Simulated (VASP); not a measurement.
# P (Fm-3m) in VASP: further runs

P is run at these levels: BLYP; tasks: single point, relaxation of cell and atoms.

Everything below comes from runs of VASP 6.6.1. Logs are shortened: lines on timing, memory, paths and dates and some standing lists are left out, and cuts for length are marked.

## Step 1: The cell of the first run

Symmetry: Fm-3m, No. 225, cubic system. Conventional cell: a = 4.220 Å, b = 4.220 Å, c = 4.220 Å, α = 90.00°, β = 90.00°, γ = 90.00°. P (site symmetry m-3m) has 12 P at 2.98 Å within 3.9 Å.

## Step 2: Single point, BLYP (volume scaled by 1.12)

Contents of INCAR:

```
SYSTEM = P
PREC     = Accurate       ! precision mode
ENCUT    = 520            ! plane-wave cutoff, eV
EDIFF    = 1E-7           ! SCF threshold, eV
ISMEAR   = -1             ! smearing method
SIGMA    = 0.1            ! smearing width, eV
LREAL    = .False.        ! projectors in reciprocal space
LASPH    = .True.         ! aspherical terms in the spheres
NELM     = 60             ! most SCF steps
ALGO     = Normal         ! electronic algorithm
ISIF     = 2              ! what is computed and relaxed
LWAVE    = .False.        ! write WAVECAR
LCHARG   = .False.        ! write CHGCAR
GGA      = B5             ! functional
ALDAX    = 1.0          
AGGAX    = 1.0          
AGGAC    = 1.0          
ALDAC    = 0.0          
NBANDS   = 8              ! bands
```

Contents of KPOINTS:

```
Automatic mesh
0
Gamma
  15 15 15
  0 0 0
```

Contents of POSCAR:

```
P
1.0
    0.0000000000      2.1099062643      2.1099062643
    2.1099062643      0.0000000000      2.1099062643
    2.1099062643      2.1099062643      0.0000000000
P
1
Direct
    0.0000000000      0.0000000000      0.0000000000
```

Potentials or basis: VASP PAW PBE potentials, release 64 (P).

Started as:

```bash
cat potpaw_PBE.64/P/POTCAR > POTCAR
mpirun -np 1 vasp_std > vasp.out
```

OUTCAR:

```text
SYSTEM = P
   PREC = Accurate
   ENCUT = 520
   EDIFF = 1E-7
   ISMEAR = -1
   LREAL = .False.
   LASPH = .True.
   NELM = 60
   ISIF = 2
   GGA = B5

 ion  position               nearest neighbor table
   1  0.000  0.000  0.000-

  LATTYP: Found a face centered cubic cell.
 ALAT       =     4.2198125286

  Lattice vectors:

 A1 = (   0.0000000000,   2.1099062643,   2.1099062643)
 A2 = (   2.1099062643,   0.0000000000,   2.1099062643)
 A3 = (   2.1099062643,   2.1099062643,   0.0000000000)

Analysis of symmetry for initial positions (statically):
=====================================================================
 Subroutine PRICEL returns:
 Original cell was already a primitive cell.

 Routine SETGRP: Setting up the symmetry group for a
 face centered cubic supercell.

 Subroutine GETGRP returns: Found 48 space group operations
 (whereof 48 operations were pure point group operations)
 out of a pool of 48 trial point group operations.

The static configuration has the point symmetry O_h .

Analysis of symmetry for dynamics (positions and initial velocities):
=====================================================================
 Subroutine PRICEL returns:
 Original cell was already a primitive cell.

 Routine SETGRP: Setting up the symmetry group for a
 face centered cubic supercell.

 Subroutine GETGRP returns: Found 48 space group operations
 (whereof 48 operations were pure point group operations)
 out of a pool of 48 trial point group operations.

The dynamic configuration has the point symmetry O_h .

 Subroutine INISYM returns: Found 48 space group operations
 (whereof 48 operations are pure point group operations),
 and found     1 'primitive' translations

----------------------------------------------------------------------------------------

                                     Primitive cell

  volume of cell :      18.7854

  direct lattice vectors                    reciprocal lattice vectors
     0.000000000  2.109906264  2.109906264    -0.236977352  0.236977352  0.236977352
     2.109906264  0.000000000  2.109906264     0.236977352 -0.236977352  0.236977352
     2.109906264  2.109906264  0.000000000     0.236977352  0.236977352 -0.236977352

  length of vectors
     2.983858054  2.983858054  2.983858054     0.410456814  0.410456814  0.410456814

  position of ions in fractional coordinates (direct lattice)
     0.000000000  0.000000000  0.000000000

  ion indices of the primitive-cell ions
   primitive index   ion index
                 1           1

----------------------------------------------------------------------------------------

 KPOINTS: Automatic mesh

Automatic generation of k-mesh.
 Grid dimensions read from file:
 generate k-points for:   15   15   15

 Generating k-lattice:

  Cartesian coordinates                     Fractional coordinates (reciprocal lattice)
    -0.015798490  0.015798490  0.015798490     0.066666667  0.000000000  0.000000000
     0.015798490 -0.015798490  0.015798490     0.000000000  0.066666667  0.000000000
     0.015798490  0.015798490 -0.015798490     0.000000000  0.000000000  0.066666667

  Length of vectors
     0.027363788  0.027363788  0.027363788

  Shift w.r.t. Gamma in fractional coordinates (k-lattice)
     0.000000000  0.000000000  0.000000000

 Subroutine IBZKPT returns following result:
 ===========================================

 Found    120 irreducible k-points:

 Following reciprocal coordinates:
            Coordinates               Weight
  0.000000  0.000000  0.000000      1.000000
  0.066667  0.000000  0.000000      8.000000
  0.133333  0.000000  0.000000      8.000000
  0.200000  0.000000  0.000000      8.000000
  0.266667  0.000000  0.000000      8.000000
  0.333333  0.000000  0.000000      8.000000
[... 16 lines left out ...]
  0.133333  0.133333  0.000000      6.000000
  0.200000  0.133333  0.000000     24.000000
 [... further k-points ...]
   k-points           NKPTS =    120   k-points in BZ     NKDIM =    120   number of bands    NBANDS=      8
   number of dos      NEDOS =    301   number of ions     NIONS =      1
   total plane-waves  NPLWV =  13824
   dimension x,y,z NGX =    24 NGY =   24 NGZ =   24
   dimension x,y,z NGXF=    48 NGYF=   48 NGZF=   48
   ions per type =               1
   NGX,Y,Z   is equivalent  to a cutoff of  13.37, 13.37, 13.37 a.u.
   NGXF,Y,Z  is equivalent  to a cutoff of  26.74, 26.74, 26.74 a.u.
 SYSTEM =  P
   PREC   = accura    normal or accurate (medium, high low for compatibility)
   ISTART =      0    job   : 0-new  1-cont  2-samecut
   ICHARG =      2    charge: 1-file 2-atom 10-const
   ISPIN  =      1    spin polarized calculation?
   LNONCOLLINEAR =      F non collinear calculations
   LSORBIT =      F    spin-orbit coupling
   LASPH  =      T    aspherical Exc in radial PAW
   ENCUT  =  520.0 eV  38.22 Ry    6.18 a.u.   5.55  5.55  5.55*2*pi/ulx,y,z
   NELM   =     60;   NELMIN=  2; NELMDL= -5     # of ELM steps
   EDIFF  = 0.1E-06   stopping-criterion for ELM
   LREAL  =      F    real-space projection
   EDIFFG = 0.1E-05   stopping-criterion for IOM
   NSW    =      0    number of steps for IOM
   IBRION =     -1    ionic relax: 0-MD 1-quasi-New 2-CG
   NFREE  =      0    steps in history (QN), initial steepest desc. (CG)
   ISIF   =      2    stress and relaxation
   ISYM   =      2    0-nonsym 1-usesym 2-fastsym
   POTIM  = 0.5000    time-step for ionic-motion
   TEBEG  =    0.0;   TEEND  =   0.0 temperature during run
   PSTRESS=    0.0 pullay stress
   NELECT =       5.0000    total number of electrons
   NUPDOWN=      -1.0000    fix difference up-down
   EMIN   =  10.00;   EMAX   =-10.00  energy-range for DOS
   EFERMI =   0.00;   METHOD = LEGACY
   ISMEAR =    -1;   SIGMA  =   0.10  broadening in eV -4-tet -1-fermi 0-gaus
   EFERMI_NEDOS =   21; number of points for ismear=-14 and -15
   IALGO  =     38    algorithm
   IMIX   =      4    mixing-type and parameters
     AMIX     =   0.40;   BMIX     =  1.00
     AMIX_MAG =   1.60;   BMIX_MAG =  1.00
  volume/ion in A,a.u.               =      18.79       126.77
  Fermi-wavevector in a.u.,A,eV,Ry     =   1.053073  1.990019 15.088344  1.108962
  Thomas-Fermi vector in A             =   2.188180
   LORBIT       =      0    0 simple, 1 ext, 2 COOP (PROOUT), +10 PAW based schemes
   GGA     = B5    functional components
   LHFCALC =     F    Hartree Fock is set to
   AEXX    =    0.0000 exact exchange contribution
   IVDW    =     0    specifies the selected vdW correction
   LEPSILON=     F    determine dielectric tensor
   LRPA    =     F    only Hartree local field effects (RPA)
 non-spin polarized calculation
  energy-cutoff  :      520.00
  volume of cell :       18.79
 maximum number of plane-waves:       531
   NGX = 11   NGY = 11   NGZ = 11

 number of electron       5.0000001 magnetization

 Free energy of the ion-electron system (eV)
  ---------------------------------------------------
  ext. energy  EPLUGINS =         0.00000000
  ---------------------------------------------------
  free energy    TOTEN  =        -3.48481877 eV

  energy without entropy =       -3.46364603  energy(sigma->0) =       -3.47423240

 E-fermi :   6.9165     XC(G=0):  -9.6745

 val. band max:        6.9064296402   @ k =   0.4667   0.4000   0.0000
 cond. band min:       6.9477837040   @ k =  -0.4667   0.4667   0.0667
 fundamental gap:      0.0413540638
 Fermi energy:         6.9164669329

 k-point     1 :       0.0000    0.0000    0.0000
  band No.  band energies     occupation
      1      -7.0023      2.00000
      2      11.4700      0.00000
      3      11.4700      0.00000
      4      11.4700      0.00000
      5      17.9413      0.00000
      6      17.9413      0.00000
      7      17.9413      0.00000
      8      21.5638      0.00000

 k-point     2 :       0.0667    0.0000    0.0000
  band No.  band energies     occupation
      1      -6.9035      2.00000
      2      10.8445      0.00000
      3      11.3784      0.00000
      4      11.3784      0.00000
      5      17.8326      0.00000
      6      18.1290      0.00000
      7      18.1290      0.00000
      8      21.8746      0.00000

 k-point     3 :       0.1333    0.0000    0.0000
  band No.  band energies     occupation
      1      -6.6089      2.00000
      2       9.3354      0.00000
      3      11.1461      0.00000
      4      11.1461      0.00000
      5      17.5044      0.00000
      6      18.5563      0.00000
      7      18.5563      0.00000
      8      21.9790      0.00000

 k-point     4 :       0.2000    0.0000    0.0000
  band No.  band energies     occupation
      1      -6.1239      2.00000
      2       7.4733      0.00761
      3      10.8577      0.00000
      4      10.8577      0.00000
      5      17.0884      0.00000
      6      18.7689      0.00000
      7      18.7689      0.00000
      8      21.8744      0.00000

 k-point     5 :       0.2667    0.0000    0.0000
  band No.  band energies     occupation
      1      -5.4607      2.00000
      2       5.5555      2.00000
      3      10.5827      0.00000
      4      10.5827      0.00000
      5      16.7101      0.00000
      6      18.4398      0.00000
      7      18.4398      0.00000
      8      22.6764      0.00000
[... 177 lines left out ...]
 k-point    22 :      -0.0667    0.0667    0.0000
  band No.  band energies     occupation
      1      -6.7395      2.00000
      2      10.2072      0.00000
      3      10.7529      0.00000
      4      11.4464      0.00000
      5      17.6494      0.00000
      6      18.2082      0.00000
      7      18.6367      0.00000
      8      21.7178      0.00000

 k-point    23 :       0.1333    0.1333    0.0000
  band No.  band energies     occupation
      1      -6.4774      2.00000
      2      10.0712      0.00000
      3      10.3452      0.00000
      4      10.3452      0.00000
      5      16.2023      0.00000
      6      19.4833      0.00000
      7      19.6688      0.00000
      8      19.6688      0.00000

 k-point    24 :       0.2000    0.1333    0.0000
  band No.  band energies     occupation
      1      -6.1203      2.00000
      2       8.7098      0.00000
      3       9.9319      0.00000
      4      10.2270      0.00000
      5      15.9049      0.00000
      6      18.4539      0.00000
      7      20.1223      0.00000
      8      20.3068      0.00000

 [... further k-points ...]
[... 5 lines left out ...]
  --------------------------------------------------------------------------------------
  -------------------------------------------------------------------------------------
  Total       -0.7101234     -0.7101234     -0.7101234      0.0000000     -0.0000000      0.0000000
  in kB      -60.5654510    -60.5654510    -60.5654510      0.0000000     -0.0000000      0.0000000
  external PRESSURE =     -60.5654510 kB  Pullay stress =       0.0000000 kB

 VOLUME and BASIS-vectors are now :
 -----------------------------------------------------------------------------
  energy-cutoff  :      520.00
  volume of cell :       18.79
      direct lattice vectors                 reciprocal lattice vectors
     0.000000000  2.109906264  2.109906264    -0.236977352  0.236977352  0.236977352
     2.109906264  0.000000000  2.109906264     0.236977352 -0.236977352  0.236977352
     2.109906264  2.109906264  0.000000000     0.236977352  0.236977352 -0.236977352

 POSITION                                       TOTAL-FORCE (eV/Angst)
 -----------------------------------------------------------------------------------
      0.00000      0.00000      0.00000        -0.000000      0.000000      0.000000
 -----------------------------------------------------------------------------------
    total drift:                                0.000000     -0.000000     -0.000000

  FREE ENERGIE OF THE ION-ELECTRON SYSTEM (eV)
  ---------------------------------------------------
  free  energy   TOTEN  =        -3.4848187656 eV

  energy  without entropy=       -3.4636460328  energy(sigma->0) =       -3.47423240
```

Run time: 13 s. Hardware: 1 thread of Intel Xeon Platinum 8259CL at 2.50GHz (Skylake/Cascade Lake), shared host; peak memory 0.13 GiB.

Results:

| Item | Value |
| --- | --- |
| Free energy | -3.4848 eV |
| Pressure | -6.1 GPa |

Levels at points of the mesh, in eV from the Fermi level:
```
           k point  band 1  band 2  band 3  band 4  band 5  band 6  band 7
(0.00, 0.00, 0.00)  -13.92    4.55    4.55    4.55   11.02   11.02   11.02
```

Caveat: the cell differs from its parent crystal (volume scaled by 1.12); the PAW data sets were made with another functional, which shifts forces and pressure a little.

## Step 3: Relaxation of cell and atoms, BLYP

This run uses another cell than the first one, of 15.22 Å³/atom, 0.810 times its volume.

Contents of INCAR:

```
SYSTEM = P
PREC = Accurate
ENCUT = 600
EDIFF = 1E-6
ISMEAR = -1
SIGMA = 0.1
LREAL = .FALSE.
LASPH = .TRUE.
NELM = 60
ALGO = Normal
ISIF = 3
LWAVE = .FALSE.
LCHARG = .FALSE.
GGA = B5
ALDAX = 1.0
AGGAX = 1.0
AGGAC = 1.0
ALDAC = 0.0
IBRION = 2
NSW = 80
EDIFFG = -0.01
```

Contents of KPOINTS:

```
Automatic mesh
0
G
  14 14 14
  0 0 0
```

Contents of POSCAR:

```
P
1.0
    0.0000000000      1.9670729634      1.9670729634
    1.9670729634      0.0000000000      1.9670729634
    1.9670729634      1.9670729634      0.0000000000
P
1
Direct
    0.0000000000      0.0000000000      0.0000000000
```

Potentials or basis: VASP PAW PBE potentials, release 64 (P).

Started as:

```bash
cat potpaw_PBE.64/P/POTCAR > POTCAR
mpirun -np 1 vasp_std > vasp.out
```

It took 23 s on 1 thread of Intel Xeon Platinum 8259CL at 2.50GHz (Skylake/Cascade Lake), shared host; peak memory 0.14 GiB.

The run converged. Its results:

```
Free energy                            : -3.5182 eV
Relaxed volume                         : 16.81 Å³/atom
Relaxed cell                           : a = 2.875 Å, b = 2.875 Å, c = 2.875 Å, α = 60.00°, β = 60.00°, γ = 60.00°
Space group after relaxing (to 0.05 Å) : Fm-3m (No. 225)
Energy gained by relaxing              : 36.9 meV/atom
Ionic steps                            : 3
Pressure after relaxing                : 0.0 GPa
```

The path:
```csv
step,energy change (eV),largest force (eV/Å),pressure (GPa),volume (Å³)
1,0.0000,0.0000,8.03,15.22
2,-0.0366,0.0000,-0.61,16.97
3,-0.0369,0.0000,0.02,16.81
```

Final structure:
```cif
data_structure
_symmetry_space_group_name_H-M 'P 1'
_symmetry_Int_Tables_number 1
_cell_length_a 2.8752
_cell_length_b 2.8752
_cell_length_c 2.8752
_cell_angle_alpha 60.000
_cell_angle_beta 60.000
_cell_angle_gamma 60.000
_cell_volume 16.81
loop_
_atom_site_label
_atom_site_type_symbol
_atom_site_fract_x
_atom_site_fract_y
_atom_site_fract_z
_atom_site_occupancy
P1 P 0.00000 0.00000 0.00000 1
```

Levels at points of the mesh, in eV from the Fermi level:
| k point | band 1 | band 2 | band 3 | band 4 | band 5 |
| --- | --- | --- | --- | --- | --- |
| (0.00, 0.00, 0.00) | -14.87 | 5.35 | 5.35 | 5.35 | 11.23 |
| (0.50, 0.00, 0.00) | -10.12 | -6.77 | 3.77 | 3.77 | 9.81 |
| (0.50, 0.50, 0.00) | -8.04 | -5.69 | 0.49 | 0.49 | 5.08 |

Caveat: the PAW data sets were made with another functional, which shifts forces and pressure a little.

## Step 4: Single point, BLYP

This run uses another cell than the first one, of 16.77 Å³/atom, 0.893 times its volume.

Contents of INCAR:

```
SYSTEM = P
PREC     = Accurate       ! precision mode
ENCUT    = 520            ! plane-wave cutoff, eV
EDIFF    = 1E-6           ! SCF threshold, eV
ISMEAR   = -1             ! smearing method
SIGMA    = 0.1            ! smearing width, eV
LREAL    = .False.        ! projectors in reciprocal space
LASPH    = .True.         ! aspherical terms in the spheres
NELM     = 60             ! most SCF steps
ALGO     = Normal         ! electronic algorithm
ISIF     = 2              ! what is computed and relaxed
LWAVE    = .False.        ! write WAVECAR
LCHARG   = .True.         ! write CHGCAR
GGA      = B5             ! functional
ALDAX    = 1.0          
AGGAX    = 1.0          
AGGAC    = 1.0          
ALDAC    = 0.0          
LELF     = .True.         ! ELF
LVHAR    = .True.       
NBANDS   = 8              ! bands
```

Contents of KPOINTS:

```
regular mesh
0
Gamma
  22 22 22
  0 0 0
```

Contents of POSCAR:

```
P
1.0
    0.0000000000      2.0316886480      2.0316886480
    2.0316886480      0.0000000000      2.0316886480
    2.0316886480      2.0316886480      0.0000000000
P
1
Direct
    0.0000000000      0.0000000000      0.0000000000
```

Started as:

```bash
cat potpaw_PBE.64/P/POTCAR > POTCAR
mpirun -np 1 vasp_std > vasp.out
```

Run time: 35 s. Hardware: 1 thread of Intel Xeon Platinum 8259CL at 2.50GHz (Skylake/Cascade Lake), shared host; peak memory 0.16 GiB.

It converged, with:

```
Free energy : -3.5231 eV
Pressure    : 0.0 GPa
```

Levels at points of the mesh, in eV from the Fermi level:
| k point | band 1 | band 2 | band 3 | band 4 | band 5 |
| --- | --- | --- | --- | --- | --- |
| (0.00, 0.00, 0.00) | -14.87 | 5.38 | 5.38 | 5.38 | 11.25 |
| (0.50, 0.00, 0.00) | -10.10 | -6.77 | 3.80 | 3.80 | 9.84 |
| (0.50, 0.50, 0.00) | -8.02 | -5.68 | 0.51 | 0.51 | 5.09 |

Caveat: the PAW data sets were made with another functional, which shifts forces and pressure a little.

## Step 5: Overview

```tsv
task	cell	k mesh	cutoff (eV)	gap on the mesh (eV)	pressure (GPa)
single point	a = 2.984 Å, angles 60.0°, 1 atom	15 × 15 × 15	520	none	-6.1
relaxation of cell and atoms	relaxed from a = 2.782 Å, angles 60.0°, 1 atom	14 × 14 × 14	600	none	0.0
single point	a = 2.873 Å, angles 60.0°, 1 atom	22 × 22 × 22	520	none	0.0
```

Alike in all rows: level BLYP; potentials or basis VASP PAW PBE potentials, release 64 (P); no spin polarisation; smearing fermi-dirac 0.1 eV.

Caveats: the PAW data sets were made with another functional, which shifts forces and pressure a little.

Total energies depend on the potentials used, so only differences within one code and one set of settings carry meaning.
